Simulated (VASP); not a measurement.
# MgAu2Se2 (I4/mmm) in VASP: relaxation of cell and atoms with PBEsol

Aim: the relaxation of cell and atoms of MgAu2Se2 with PBEsol.

Program: VASP 6.6.1. These are calculated values, not measurements. Logs are shortened: lines on timing, memory, paths and dates and some standing lists are left out, and cuts for length are marked.

## 1. The cell of the first run

Symmetry: I4/mmm, No. 139, tetragonal system. The conventional cell has a = 4.679 Å, b = 4.679 Å, c = 11.384 Å, α = 90.00°, β = 90.00°, γ = 90.00°. Within 4.8 Å of Mg (site symmetry 4/mmm) lie 10 Au at 3.63 to 4.20 Å and 8 Se at 3.68 Å and 4 Mg at 4.68 Å. Au (site symmetry 4mm) has 4 Se at 2.71 Å and 1 Au at 2.98 Å and 4 Mg at 3.63 Å within 3.7 Å. Within 3.7 Å of Se (site symmetry -4m2) lie 4 Au at 2.71 Å and 4 Se at 3.31 Å and 4 Mg at 3.68 Å.

## 2. Relaxation of cell and atoms, PBEsol

INCAR reads:

```
SYSTEM = MgAu2Se2
PREC = Accurate
ENCUT = 600
EDIFF = 1E-7
ISMEAR = -1
SIGMA = 0.03
LREAL = .False.
LASPH = .True.
NELM = 60
ALGO = Normal
ISIF = 3
LWAVE = .False.
LCHARG = .False.
GGA = PS
IBRION = 2
NSW = 100
EDIFFG = -0.01
```

KPOINTS reads:

```
regular mesh
0
Gamma
  6 6 6
  0 0 0
```

POSCAR reads:

```
MgAu2Se2
1.0
   -2.3397004500      2.3397004500      5.6922369500
    2.3397004500     -2.3397004500      5.6922369500
    2.3397004500      2.3397004500     -5.6922369500
Mg Au Se
1 2 2
Direct
    0.0000000000      0.0000000000      0.0000000000
    0.6306787600      0.6306787600      0.0000000000
    0.3693212400      0.3693212400      0.0000000000
    0.7500000000      0.2500000000      0.5000000000
    0.2500000000      0.7500000000      0.5000000000
```

Potentials or basis: VASP PAW PBE potentials, release 64 (Mg, Au, Se).

The run is started by

```sh
$ cat potpaw_PBE.64/Mg/POTCAR potpaw_PBE.64/Au/POTCAR potpaw_PBE.64/Se/POTCAR > POTCAR
$ mpirun -np 1 vasp_std > vasp.out
```

OUTCAR:

```text
SYSTEM = MgAu2Se2
   PREC = Accurate
   ENCUT = 600
   EDIFF = 1E-7
   ISMEAR = -1
   LREAL = .False.
   LASPH = .True.
   NELM = 60
   ISIF = 3
   GGA = PS
   IBRION = 2
   NSW = 100
   EDIFFG = -0.01

 ion  position               nearest neighbor table
   1  0.000  0.000  0.000-   2 3.63   2 3.63   2 3.63   3 3.63   2 3.63   3 3.63   3 3.63   3 3.63

   2  0.631  0.631  0.000-   5 2.71   4 2.71   4 2.71   5 2.71   3 2.98   1 3.63   1 3.63   1 3.63
                             1 3.63
   3  0.369  0.369  0.000-   4 2.71   5 2.71   5 2.71   4 2.71   2 2.98   1 3.63   1 3.63   1 3.63
                             1 3.63
   4  0.750  0.250  0.500-   3 2.71   2 2.71   3 2.71   2 2.71
   5  0.250  0.750  0.500-   3 2.71   2 2.71   3 2.71   2 2.71

  LATTYP: Found a body centered tetragonal cell.
 ALAT       =     4.6794009000
 C/A-ratio  =     2.4328913344

  Lattice vectors:

 A1 = (  -2.3397004500,   2.3397004500,   5.6922369500)
 A2 = (   2.3397004500,  -2.3397004500,   5.6922369500)
 A3 = (   2.3397004500,   2.3397004500,  -5.6922369500)

Analysis of symmetry for initial positions (statically):
=====================================================================
 Subroutine PRICEL returns:
 Original cell was already a primitive cell.

 Routine SETGRP: Setting up the symmetry group for a
 body centered tetragonal supercell.

 Subroutine GETGRP returns: Found 16 space group operations
 (whereof 16 operations were pure point group operations)
 out of a pool of 16 trial point group operations.

The static configuration has the point symmetry D_4h.

Analysis of symmetry for dynamics (positions and initial velocities):
=====================================================================
 Subroutine PRICEL returns:
 Original cell was already a primitive cell.

 Routine SETGRP: Setting up the symmetry group for a
 body centered tetragonal supercell.

 Subroutine GETGRP returns: Found 16 space group operations
 (whereof 16 operations were pure point group operations)
 out of a pool of 16 trial point group operations.

The dynamic configuration has the point symmetry D_4h.

 Subroutine INISYM returns: Found 16 space group operations
 (whereof 16 operations are pure point group operations),
 and found     1 'primitive' translations

----------------------------------------------------------------------------------------

                                     Primitive cell

  volume of cell :     124.6417

  direct lattice vectors                    reciprocal lattice vectors
    -2.339700450  2.339700450  5.692236950     0.000000000  0.213702570  0.087838929
     2.339700450 -2.339700450  5.692236950     0.213702570  0.000000000  0.087838929
     2.339700450  2.339700450 -5.692236950     0.213702570  0.213702570  0.000000000

  length of vectors
     6.584068490  6.584068490  6.584068490     0.231050787  0.231050787  0.302221073

  position of ions in fractional coordinates (direct lattice)
     0.000000000  0.000000000  0.000000000
     0.630678760  0.630678760  0.000000000
     0.369321240  0.369321240  0.000000000
     0.750000000  0.250000000  0.500000000
     0.250000000  0.750000000  0.500000000

  ion indices of the primitive-cell ions
   primitive index   ion index
                 1           1
                 2           2
                 3           3
                 4           4
                 5           5

----------------------------------------------------------------------------------------

 KPOINTS: regular mesh

Automatic generation of k-mesh.
 Grid dimensions read from file:
 generate k-points for:    6    6    6

 Generating k-lattice:

  Cartesian coordinates                     Fractional coordinates (reciprocal lattice)
     0.000000000  0.035617095  0.014639822     0.166666667  0.000000000  0.000000000
     0.035617095  0.000000000  0.014639822     0.000000000  0.166666667  0.000000000
     0.035617095  0.035617095  0.000000000     0.000000000  0.000000000  0.166666667

  Length of vectors
     0.038508464  0.038508464  0.050370179

  Shift w.r.t. Gamma in fractional coordinates (k-lattice)
     0.000000000  0.000000000  0.000000000

 Subroutine IBZKPT returns following result:
 ===========================================

 Found     30 irreducible k-points:

 Following reciprocal coordinates:
            Coordinates               Weight
  0.000000  0.000000  0.000000      1.000000
  0.166667  0.000000  0.000000      8.000000
  0.333333  0.000000  0.000000      8.000000
  0.500000  0.000000  0.000000      4.000000
  0.166667  0.166667 -0.000000      8.000000
  0.333333  0.166667  0.000000     16.000000
[... 16 lines left out ...]
 -0.333333 -0.333333  0.166667      8.000000
 -0.166667 -0.333333  0.166667      8.000000
 [... further k-points ...]
   k-points           NKPTS =     30   k-points in BZ     NKDIM =     30   number of bands    NBANDS=     22
   number of dos      NEDOS =    301   number of ions     NIONS =      5
   total plane-waves  NPLWV = 157464
   dimension x,y,z NGX =    54 NGY =   54 NGZ =   54
   dimension x,y,z NGXF=   108 NGYF=  108 NGZF=  108
   ions per type =               1   2   2
   NGX,Y,Z   is equivalent  to a cutoff of  13.63, 13.63, 13.63 a.u.
   NGXF,Y,Z  is equivalent  to a cutoff of  27.27, 27.27, 27.27 a.u.
 SYSTEM =  MgAu2Se2
   PREC   = accura    normal or accurate (medium, high low for compatibility)
   ISTART =      0    job   : 0-new  1-cont  2-samecut
   ICHARG =      2    charge: 1-file 2-atom 10-const
   ISPIN  =      1    spin polarized calculation?
   LNONCOLLINEAR =      F non collinear calculations
   LSORBIT =      F    spin-orbit coupling
   LASPH  =      T    aspherical Exc in radial PAW
   ENCUT  =  600.0 eV  44.10 Ry    6.64 a.u.  13.15 13.15 13.15*2*pi/ulx,y,z
   NELM   =     60;   NELMIN=  2; NELMDL= -5     # of ELM steps
   EDIFF  = 0.1E-06   stopping-criterion for ELM
   LREAL  =      F    real-space projection
   EDIFFG = -.1E-01   stopping-criterion for IOM
   NSW    =    100    number of steps for IOM
   IBRION =      2    ionic relax: 0-MD 1-quasi-New 2-CG
   NFREE  =      1    steps in history (QN), initial steepest desc. (CG)
   ISIF   =      3    stress and relaxation
   ISYM   =      2    0-nonsym 1-usesym 2-fastsym
   POTIM  = 0.5000    time-step for ionic-motion
   TEBEG  =    0.0;   TEEND  =   0.0 temperature during run
   PSTRESS=    0.0 pullay stress
   NELECT =      36.0000    total number of electrons
   NUPDOWN=      -1.0000    fix difference up-down
   EMIN   =  10.00;   EMAX   =-10.00  energy-range for DOS
   EFERMI =   0.00;   METHOD = LEGACY
   ISMEAR =    -1;   SIGMA  =   0.03  broadening in eV -4-tet -1-fermi 0-gaus
   EFERMI_NEDOS =   21; number of points for ismear=-14 and -15
   IALGO  =     38    algorithm
   IMIX   =      4    mixing-type and parameters
     AMIX     =   0.40;   BMIX     =  1.00
     AMIX_MAG =   1.60;   BMIX_MAG =  1.00
  volume/ion in A,a.u.               =      24.93       168.22
  Fermi-wavevector in a.u.,A,eV,Ry     =   1.082151  2.044969 15.933111  1.171051
  Thomas-Fermi vector in A             =   2.218185
   LORBIT       =      0    0 simple, 1 ext, 2 COOP (PROOUT), +10 PAW based schemes
   GGA     = PS    functional components
   LHFCALC =     F    Hartree Fock is set to
   AEXX    =    0.0000 exact exchange contribution
   IVDW    =     0    specifies the selected vdW correction
   LEPSILON=     F    determine dielectric tensor
   LRPA    =     F    only Hartree local field effects (RPA)
 conjugate gradient relaxation of ions
 non-spin polarized calculation
  energy-cutoff  :      600.00
  volume of cell :      124.64
 maximum number of plane-waves:      4186
 NGX is ok and might be reduce to    54
   NGX = 27   NGY = 27   NGZ = 27

--------------------------------------- Ionic step        1  -------------------------------------------

 number of electron      36.0000001 magnetization

 Free energy of the ion-electron system (eV)
  ---------------------------------------------------
  ext. energy  EPLUGINS =         0.00000000
  ---------------------------------------------------
  free energy    TOTEN  =       -16.10974226 eV

  energy without entropy =      -16.09601234  energy(sigma->0) =      -16.10287730

 E-fermi :   3.9017     XC(G=0):  -9.6698

 val. band max:        3.9003786360   @ k =  -0.3333   0.5000   0.3333
 cond. band min:       3.9052091980   @ k =   0.5000   0.5000   0.1667
 fundamental gap:      0.0048305620
 Fermi energy:         3.9016738711

 k-point     1 :       0.0000    0.0000    0.0000
  band No.  band energies     occupation
      1     -10.3685      2.00000
      2      -8.5340      2.00000
      3      -1.8275      2.00000
      4      -1.8275      2.00000
      5      -1.7988      2.00000
      6      -1.2390      2.00000
[... 1311 lines left out ...]
     21       7.8487      0.00000
     22       8.7109      0.00000

 [... further k-points ...]

[... ionic steps 4 to 38 ...]

--------------------------------------- Ionic step       39  -------------------------------------------

 number of electron      35.9999998 magnetization

------------------------ aborting loop because EDIFF is reached ----------------------------------------

  FORCE on cell =-STRESS in cart. coord.  units (eV):
  Direction    XX          YY          ZZ          XY          YZ          ZX
  --------------------------------------------------------------------------------------
  -------------------------------------------------------------------------------------
  Total       -0.0711014     -0.0711014     -0.0439581      0.0000000      0.0000000      0.0000000
  in kB       -1.0841699     -1.0841699     -0.6702836      0.0000000      0.0000000      0.0000000
  external PRESSURE =      -0.9462078 kB  Pullay stress =       0.0000000 kB
[... 63 lines left out ...]
  energy  without entropy=      -17.1038408278  energy(sigma->0) =      -17.10467790

--------------------------------------- Ionic step       41  -------------------------------------------

 number of electron      35.9999998 magnetization

 Free energy of the ion-electron system (eV)
  ---------------------------------------------------
  ext. energy  EPLUGINS =         0.00000000
  ---------------------------------------------------
  free energy    TOTEN  =       -17.10554187 eV

  energy without entropy =      -17.10387664  energy(sigma->0) =      -17.10470926

 E-fermi :   5.9511     XC(G=0): -10.4959

 val. band max:        5.9144307042   @ k =   0.1667   0.1667   0.1667
 cond. band min:       6.1316829094   @ k =   0.5000   0.3333   0.0000
 fundamental gap:      0.2172522052
 Fermi energy:         5.9511394308

 k-point     1 :       0.0000    0.0000    0.0000
  band No.  band energies     occupation
      1      -9.8804      2.00000
      2      -5.8527      2.00000
      3      -1.0968      2.00000
      4      -0.3300      2.00000
      5      -0.3300      2.00000
      6      -0.0800      2.00000
[... 623 lines left out ...]
  FREE ENERGIE OF THE ION-ELECTRON SYSTEM (eV)
  ---------------------------------------------------
  free  energy   TOTEN  =       -17.1055418746 eV

  energy  without entropy=      -17.1038766361  energy(sigma->0) =      -17.10470926

 reached required accuracy - stopping structural energy minimisation
```

It took 76 min on 1 thread of Intel Xeon Platinum 8259CL at 2.50GHz (Skylake/Cascade Lake), shared host; peak memory 0.52 GiB.

What came out:

| Property | Result |
| --- | --- |
| Free energy | -17.1055 eV |
| Relaxed volume | 20.98 Å³/atom |
| Relaxed cell | a = 6.944 Å, b = 6.944 Å, c = 6.944 Å, α = 145.87°, β = 145.87°, γ = 49.04° |
| Space group after relaxing (to 0.1 Å) | I4/mmm (No. 139) |
| Energy gained by relaxing | 199.2 meV/atom |
| Ionic steps | 41 |
| Pressure after relaxing | 0.0 GPa |
| Largest force after relaxing | 0.005 eV/Å |
| Band gap on the k mesh | zero (bands 18 and 19 overlap by 2.52 eV) |

Forces in eV/Å, atoms in the order of the input:
```
Mg   0.000  0.000  0.000
Au   0.000  0.000  0.005
Au   0.000  0.000 -0.005
Se   0.000  0.000  0.000
Se   0.000  0.000  0.000
```

The path:
| step | energy change (eV) | largest force (eV/Å) | pressure (GPa) | volume (Å³) |
| --- | --- | --- | --- | --- |
| 1 | 0.0000 | 0.6447 | -7.14 | 124.64 |
| 3 | -0.4439 | 1.1783 | 0.98 | 108.68 |
| 5 | -0.5271 | 0.1662 | 1.27 | 107.64 |
| 7 | -0.5355 | 0.1159 | -0.20 | 109.45 |
| 9 | -0.5497 | 0.0447 | -0.24 | 109.19 |
| 11 | -0.7213 | 0.4383 | -0.22 | 107.72 |
| 13 | -0.8184 | 1.7339 | 0.96 | 105.90 |
| 15 | -0.8176 | 1.8621 | 1.11 | 105.73 |
| 17 | -0.8189 | 1.8860 | 1.12 | 105.71 |
| 19 | -0.8227 | 1.9846 | 1.16 | 105.63 |
| 21 | -0.8271 | 2.1003 | 1.21 | 105.51 |
| 23 | -0.8553 | 1.8912 | 0.95 | 105.58 |
| 25 | -0.9386 | 1.1504 | 0.08 | 105.83 |
| 27 | -0.9891 | 0.2091 | -0.95 | 106.15 |
| 29 | -0.9906 | 0.1695 | -0.83 | 105.95 |
| 31 | -0.9936 | 0.0523 | 0.66 | 104.12 |
| 33 | -0.9949 | 0.0687 | 0.09 | 104.78 |
| 35 | -0.9951 | 0.0251 | -0.02 | 104.88 |
| 37 | -0.9953 | 0.0045 | 0.00 | 104.88 |
| 39 | -0.9958 | 0.0085 | -0.09 | 105.07 |
| 41 | -0.9958 | 0.0050 | 0.04 | 104.91 |

Final structure:
```yaml
crystal:
  lattice:
    - [-2.03751, 2.03751, 6.31764]
    - [2.03751, -2.03751, 6.31764]
    - [2.03751, 2.03751, -6.31764]
  atoms:
    - { symbol: Mg, position: [0.00000, 0.00000, 0.00000] }
    - { symbol: Au, position: [0.60190, 0.60190, 0.00000] }
    - { symbol: Au, position: [0.39810, 0.39810, 0.00000] }
    - { symbol: Se, position: [0.75000, 0.25000, 0.50000] }
    - { symbol: Se, position: [0.25000, 0.75000, 0.50000] }
```

Caveat: the volume moved by over 15 % at a fixed basis, so the end points are rough; the PAW data sets were made with another functional, which shifts forces and pressure a little; spin-orbit coupling is left out, which moves the levels of the heavy elements.

The gap in the log of VASP goes by the Fermi energy; the results here count the filled bands.